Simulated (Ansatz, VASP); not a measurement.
One calculation of Se, two programs

```
CELL_PARAMETERS angstrom
4.36620 0.00000 0.00000
-2.18310 3.78124 0.00000
0.00000 0.00000 4.95360
ATOMIC_POSITIONS crystal
Se 0.77460 0.77460 0.00000
Se 0.00000 0.22540 0.66667
Se 0.22540 0.00000 0.33333
```

Alike in both runs: task single point; functional PBE-based screened hybrid; k mesh 4 × 4 × 3; occupations fermi-dirac, width 0.05 eV; no spin polarisation.

|  | VASP | Ansatz |
| --- | --- | --- |
| version | VASP 6.6.1 | Ansatz 0.2.0 |
| potentials or method | VASP PAW PBE potentials, release 64 (Se) | Ansatz PAW |
| plane-wave cutoff (eV) | 520 | 420 |
| valence electrons in the cell | 18 | 48 |

```tsv
	VASP	Ansatz	Ansatz less VASP
gap on the k mesh at the Fermi level (eV)	2.78	2.77	-0.015
least direct gap on the mesh (eV)	3.17	3.17	+0.005
pressure (GPa)	-0.4	0.0	+0.32
traceless stress, the component that is largest in VASP (GPa)	-1.03	-0.86	+0.171
rms of the force components (eV/Å)	0.256	0.217	-0.0391
```

VASP's potentials were made for PBE, not for PBE-based screened hybrid. Atom by atom the forces differ by 0.039 eV/Å (rms over components). With one functional, cell and mesh, what is left measures potentials, basis and numerics. VASP's potentials hold 18 valence electrons a cell and Ansatz's 48, so a difference there can come from the potentials and not from the codes.

The k mesh is coarse, so the values compare programs but aren't converged. Noted on Ansatz's run: odd divisions of the mesh miss points on the zone boundary, where band edges often lie, so the gap on the mesh can be too wide.
